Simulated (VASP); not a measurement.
# BiS4 (P4/mmm) in VASP: notebook

The runs below take BiS4 through relaxation of cell and atoms, with PBE.

All numbers are computed with VASP 6.6.1; they aren't measurements. Logs are shortened: lines on timing, memory, paths and dates and some standing lists are left out, and cuts for length are marked.

## 1. The cell of the first run

The structure is tetragonal, space group P4/mmm (No. 123). Conventional cell: a = 5.613 Å, b = 5.613 Å, c = 4.901 Å, α = 90.00°, β = 90.00°, γ = 90.00°. Bi (site symmetry 4/mmm) has 8 S at 3.00 Å within 3.9 Å. Within 3.0 Å of S (site symmetry m2m) lie 3 S at 2.15 to 2.45 Å and 2 Bi at 3.00 Å.

The cell was generated, and may not be a known phase.

## 2. Relaxation of cell and atoms, PBE

Input file INCAR:

```
PREC = Accurate
ENCUT = 600
EDIFF = 1E-7
ISMEAR = 0
SIGMA = 0.1
LREAL = False
LASPH = True
NELM = 80
ALGO = Normal
ISIF = 3
LWAVE = False
LCHARG = False
GGA = PE
IBRION = 2
NSW = 90
EDIFFG = -0.04
```

Input file KPOINTS:

```
Automatic mesh
0
Gamma
  4 4 4
```

Input file POSCAR:

```
BiS4
1.0
    5.6128737400      0.0000000000      0.0000000000
    0.0000000000      5.6128737400      0.0000000000
    0.0000000000      0.0000000000      4.9007072600
Bi S
1 4
Direct
    0.0000000000      0.0000000000      0.5000000000
    0.6919688800      0.0000000000      0.0000000000
    0.3080311200      0.0000000000      0.0000000000
    0.0000000000      0.6919688800      0.0000000000
    0.0000000000      0.3080311200      0.0000000000
```

Potentials or basis: VASP PAW PBE potentials, release 64 (Bi_d, S).

Run with:

```bash
$ cat potpaw_PBE.64/Bi_d/POTCAR potpaw_PBE.64/S/POTCAR > POTCAR
$ mpirun -np 1 vasp_std > vasp.out
```

OUTCAR:

```text
PREC = Accurate
   ENCUT = 600
   EDIFF = 1E-7
   ISMEAR = 0
   LREAL = False
   LASPH = True
   NELM = 80
   ISIF = 3
   GGA = PE
   IBRION = 2
   NSW = 90
   EDIFFG = -0.04

 ion  position               nearest neighbor table
   1  0.000  0.000  0.500-   2 3.00   3 3.00   4 3.00   5 3.00   2 3.00   3 3.00   4 3.00   5 3.00

   2  0.692  0.000  0.000-   3 2.15   4 2.45   5 2.45   1 3.00   1 3.00
   3  0.308  0.000  0.000-   2 2.15   4 2.45   5 2.45   1 3.00   1 3.00
   4  0.000  0.692  0.000-   5 2.15   3 2.45   2 2.45   1 3.00   1 3.00
   5  0.000  0.308  0.000-   4 2.15   3 2.45   2 2.45   1 3.00   1 3.00

  LATTYP: Found a simple tetragonal cell.
 ALAT       =     5.6128737400
 C/A-ratio  =     0.8731190985

  Lattice vectors:

 A1 = (   5.6128737400,   0.0000000000,   0.0000000000)
 A2 = (   0.0000000000,   5.6128737400,   0.0000000000)
 A3 = (   0.0000000000,   0.0000000000,   4.9007072600)

Analysis of symmetry for initial positions (statically):
=====================================================================
 Subroutine PRICEL returns:
 Original cell was already a primitive cell.

 Routine SETGRP: Setting up the symmetry group for a
 simple tetragonal supercell.

 Subroutine GETGRP returns: Found 16 space group operations
 (whereof 16 operations were pure point group operations)
 out of a pool of 16 trial point group operations.

The static configuration has the point symmetry D_4h.

Analysis of symmetry for dynamics (positions and initial velocities):
=====================================================================
 Subroutine PRICEL returns:
 Original cell was already a primitive cell.

 Routine SETGRP: Setting up the symmetry group for a
 simple tetragonal supercell.

 Subroutine GETGRP returns: Found 16 space group operations
 (whereof 16 operations were pure point group operations)
 out of a pool of 16 trial point group operations.

The dynamic configuration has the point symmetry D_4h.

 Subroutine INISYM returns: Found 16 space group operations
 (whereof 16 operations are pure point group operations),
 and found     1 'primitive' translations

----------------------------------------------------------------------------------------

                                     Primitive cell

  volume of cell :     154.3936

  direct lattice vectors                    reciprocal lattice vectors
     5.612873740  0.000000000  0.000000000     0.178161855  0.000000000  0.000000000
     0.000000000  5.612873740  0.000000000     0.000000000  0.178161855  0.000000000
     0.000000000  0.000000000  4.900707260     0.000000000  0.000000000  0.204052180

  length of vectors
     5.612873740  5.612873740  4.900707260     0.178161855  0.178161855  0.204052180

  position of ions in fractional coordinates (direct lattice)
     0.000000000  0.000000000  0.500000000
     0.691968880  0.000000000  0.000000000
     0.308031120  0.000000000  0.000000000
     0.000000000  0.691968880  0.000000000
     0.000000000  0.308031120  0.000000000

  ion indices of the primitive-cell ions
   primitive index   ion index
                 1           1
                 2           2
                 3           3
                 4           4
                 5           5

----------------------------------------------------------------------------------------

 KPOINTS: Automatic mesh

Automatic generation of k-mesh.
 Grid dimensions read from file:
 generate k-points for:    4    4    4

 Generating k-lattice:

  Cartesian coordinates                     Fractional coordinates (reciprocal lattice)
     0.044540464  0.000000000  0.000000000     0.250000000  0.000000000  0.000000000
     0.000000000  0.044540464  0.000000000     0.000000000  0.250000000  0.000000000
     0.000000000  0.000000000  0.051013045     0.000000000  0.000000000  0.250000000

  Length of vectors
     0.044540464  0.044540464  0.051013045

  Shift w.r.t. Gamma in fractional coordinates (k-lattice)
     0.000000000  0.000000000  0.000000000

 Subroutine IBZKPT returns following result:
 ===========================================

 Found     18 irreducible k-points:

 Following reciprocal coordinates:
            Coordinates               Weight
  0.000000  0.000000  0.000000      1.000000
  0.250000  0.000000  0.000000      4.000000
  0.500000  0.000000  0.000000      2.000000
  0.250000  0.250000  0.000000      4.000000
  0.500000  0.250000  0.000000      4.000000
  0.500000  0.500000  0.000000      1.000000
[... 10 lines left out ...]
  0.500000  0.250000  0.500000      4.000000
  0.500000  0.500000  0.500000      1.000000
   k-points           NKPTS =     18   k-points in BZ     NKDIM =     18   number of bands    NBANDS=     23
   number of dos      NEDOS =    301   number of ions     NIONS =      5
   total plane-waves  NPLWV =  92160
   dimension x,y,z NGX =    48 NGY =   48 NGZ =   40
   dimension x,y,z NGXF=    96 NGYF=   96 NGZF=   80
   ions per type =               1   4
   NGX,Y,Z   is equivalent  to a cutoff of  14.22, 14.22, 13.57 a.u.
   NGXF,Y,Z  is equivalent  to a cutoff of  28.43, 28.43, 27.14 a.u.
 SYSTEM =  unknown system
   PREC   = accura    normal or accurate (medium, high low for compatibility)
   ISTART =      0    job   : 0-new  1-cont  2-samecut
   ICHARG =      2    charge: 1-file 2-atom 10-const
   ISPIN  =      1    spin polarized calculation?
   LNONCOLLINEAR =      F non collinear calculations
   LSORBIT =      F    spin-orbit coupling
   LASPH  =      T    aspherical Exc in radial PAW
   ENCUT  =  600.0 eV  44.10 Ry    6.64 a.u.  11.21 11.21  9.79*2*pi/ulx,y,z
   NELM   =     80;   NELMIN=  2; NELMDL= -5     # of ELM steps
   EDIFF  = 0.1E-06   stopping-criterion for ELM
   LREAL  =      F    real-space projection
   EDIFFG = -.4E-01   stopping-criterion for IOM
   NSW    =     90    number of steps for IOM
   IBRION =      2    ionic relax: 0-MD 1-quasi-New 2-CG
   NFREE  =      1    steps in history (QN), initial steepest desc. (CG)
   ISIF   =      3    stress and relaxation
   ISYM   =      2    0-nonsym 1-usesym 2-fastsym
   POTIM  = 0.5000    time-step for ionic-motion
   TEBEG  =    0.0;   TEEND  =   0.0 temperature during run
   PSTRESS=    0.0 pullay stress
   NELECT =      39.0000    total number of electrons
   NUPDOWN=      -1.0000    fix difference up-down
   EMIN   =  10.00;   EMAX   =-10.00  energy-range for DOS
   EFERMI =   0.00;   METHOD = LEGACY
   ISMEAR =     0;   SIGMA  =   0.10  broadening in eV -4-tet -1-fermi 0-gaus
   EFERMI_NEDOS =   21; number of points for ismear=-14 and -15
   IALGO  =     38    algorithm
   IMIX   =      4    mixing-type and parameters
     AMIX     =   0.40;   BMIX     =  1.00
     AMIX_MAG =   1.60;   BMIX_MAG =  1.00
  volume/ion in A,a.u.               =      30.88       208.38
  Fermi-wavevector in a.u.,A,eV,Ry     =   1.034872  1.955624 14.571294  1.070960
  Thomas-Fermi vector in A             =   2.169188
   LORBIT       =      0    0 simple, 1 ext, 2 COOP (PROOUT), +10 PAW based schemes
   GGA     = PE    functional components
   LHFCALC =     F    Hartree Fock is set to
   AEXX    =    0.0000 exact exchange contribution
   IVDW    =     0    specifies the selected vdW correction
   LEPSILON=     F    determine dielectric tensor
   LRPA    =     F    only Hartree local field effects (RPA)
 conjugate gradient relaxation of ions
 non-spin polarized calculation
 Gauss-broadening in eV      SIGMA  =   0.10
  energy-cutoff  :      600.00
  volume of cell :      154.39
 maximum number of plane-waves:      5180
 NGX is ok and might be reduce to    48
   NGX = 23   NGY = 23   NGZ = 19

--------------------------------------- Ionic step        1  -------------------------------------------

 number of electron      38.9999999 magnetization

 Free energy of the ion-electron system (eV)
  ---------------------------------------------------
  ext. energy  EPLUGINS =         0.00000000
  ---------------------------------------------------
  free energy    TOTEN  =       -17.75310398 eV

  energy without entropy =      -17.74572449  energy(sigma->0) =      -17.74941423

------------------------ aborting loop because EDIFF is reached ----------------------------------------

  FORCE on cell =-STRESS in cart. coord.  units (eV):
  Direction    XX          YY          ZZ          XY          YZ          ZX
  --------------------------------------------------------------------------------------
  -------------------------------------------------------------------------------------
  Total        6.2239667      6.2239667     -0.5305110      0.0000000     -0.0000000      0.0000000
  in kB       64.5875091     64.5875091     -5.5052327      0.0000000     -0.0000000      0.0000000
  external PRESSURE =      41.2232618 kB  Pullay stress =       0.0000000 kB
[... 98 lines left out ...]
  FREE ENERGIE OF THE ION-ELECTRON SYSTEM (eV)
  ---------------------------------------------------
  free  energy   TOTEN  =       -18.4032064739 eV

  energy  without entropy=      -18.3662469411  energy(sigma->0) =      -18.38472671

[... ionic steps 4 to 7 ...]

--------------------------------------- Ionic step        8  -------------------------------------------

 number of electron      39.0000008 magnetization

------------------------ aborting loop because EDIFF is reached ----------------------------------------

  FORCE on cell =-STRESS in cart. coord.  units (eV):
  Direction    XX          YY          ZZ          XY          YZ          ZX
  --------------------------------------------------------------------------------------
  -------------------------------------------------------------------------------------
  Total       -0.5329665     -0.5329665     -0.1915456      0.0000000     -0.0000000      0.0000000
  in kB       -5.1432148     -5.1432148     -1.8484466      0.0000000     -0.0000000      0.0000000
  external PRESSURE =      -4.0449587 kB  Pullay stress =       0.0000000 kB
[... 63 lines left out ...]
  energy  without entropy=      -19.1255707824  energy(sigma->0) =      -19.13840651

--------------------------------------- Ionic step       10  -------------------------------------------

 number of electron      39.0000009 magnetization

 Free energy of the ion-electron system (eV)
  ---------------------------------------------------
  ext. energy  EPLUGINS =         0.00000000
  ---------------------------------------------------
  free energy    TOTEN  =       -19.15362832 eV

  energy without entropy =      -19.12704580  energy(sigma->0) =      -19.14033706

 E-fermi :   2.1337     XC(G=0):  -7.4963

 val. band max:        2.1332777429   @ k =   0.5000   0.0000   0.5000
 cond. band min:       2.1821779105   @ k =   0.2500   0.0000   0.0000
 fundamental gap:      0.0489001676
 Fermi energy:         2.1337016265

 k-point     1 :       0.0000    0.0000    0.0000
  band No.  band energies     occupation
      1     -21.5843      2.00000
      2     -21.5841      2.00000
      3     -21.5754      2.00000
      4     -21.5522      2.00000
      5     -21.5522      2.00000
      6     -13.4406      2.00000
[... 489 lines left out ...]
  FREE ENERGIE OF THE ION-ELECTRON SYSTEM (eV)
  ---------------------------------------------------
  free  energy   TOTEN  =       -19.1536283204 eV

  energy  without entropy=      -19.1270457960  energy(sigma->0) =      -19.14033706

 reached required accuracy - stopping structural energy minimisation
```

Wall time 5.7 min (1 thread of Intel Xeon 6975P-C (Granite Rapids), shared host); peak memory 0.33 GiB.

Results:

| Property | Result |
| --- | --- |
| Free energy | -19.1536 eV |
| Relaxed volume | 32.93 Å³/atom |
| Relaxed cell | a = 6.393 Å, b = 6.393 Å, c = 4.028 Å, α = 90.00°, β = 90.00°, γ = 90.00° |
| Space group after relaxing (to 0.1 Å) | P4/mmm (No. 123) |
| Energy gained by relaxing | 280.1 meV/atom |
| Ionic steps | 10 |
| Pressure after relaxing | 0.0 GPa |
| Largest force after relaxing | 0.039 eV/Å |
| Band gap on the k mesh | zero (an odd number of electrons rules out a gap without spin polarisation) |

Forces in eV/Å, atoms in the order of the input:
```
Bi   0.000  0.000  0.000
S    0.039  0.000  0.000
S   -0.039  0.000  0.000
S    0.000  0.039  0.000
S    0.000 -0.039  0.000
```

The path:
```csv
step,energy change (eV),largest force (eV/Å),pressure (GPa),volume (Å³)
1,0.0000,1.2826,4.12,154.39
2,-0.5955,0.8807,-1.07,172.61
3,-0.6501,0.9097,-3.24,186.52
4,-1.1115,0.5821,-1.01,179.20
5,-1.1144,0.7406,-0.83,178.80
6,-1.3609,0.2348,-0.71,170.46
7,-1.3972,0.0037,-0.48,166.84
8,-1.3986,0.0508,-0.40,166.03
9,-1.3981,0.1438,0.41,163.10
10,-1.4005,0.0392,-0.02,164.63
```

Final structure:
```cif
data_structure
_symmetry_space_group_name_H-M 'P 1'
_symmetry_Int_Tables_number 1
_cell_length_a 6.3928
_cell_length_b 6.3928
_cell_length_c 4.0282
_cell_angle_alpha 90.000
_cell_angle_beta 90.000
_cell_angle_gamma 90.000
_cell_volume 164.63
loop_
_atom_site_label
_atom_site_type_symbol
_atom_site_fract_x
_atom_site_fract_y
_atom_site_fract_z
_atom_site_occupancy
Bi1 Bi 0.00000 0.00000 0.50000 1
S1 S 0.65785 0.00000 0.00000 1
S2 S 0.34215 0.00000 0.00000 1
S3 S 0.00000 0.65785 0.00000 1
S4 S 0.00000 0.34215 0.00000 1
```

Caveat: a cell axis changed by over 15 % at a fixed basis, so the end point is rough; spin-orbit coupling is left out, which moves the levels of the heavy elements.

(Part 1 of 2 ends here.)

The gap in the log of VASP goes by the Fermi energy; the results here count the filled bands.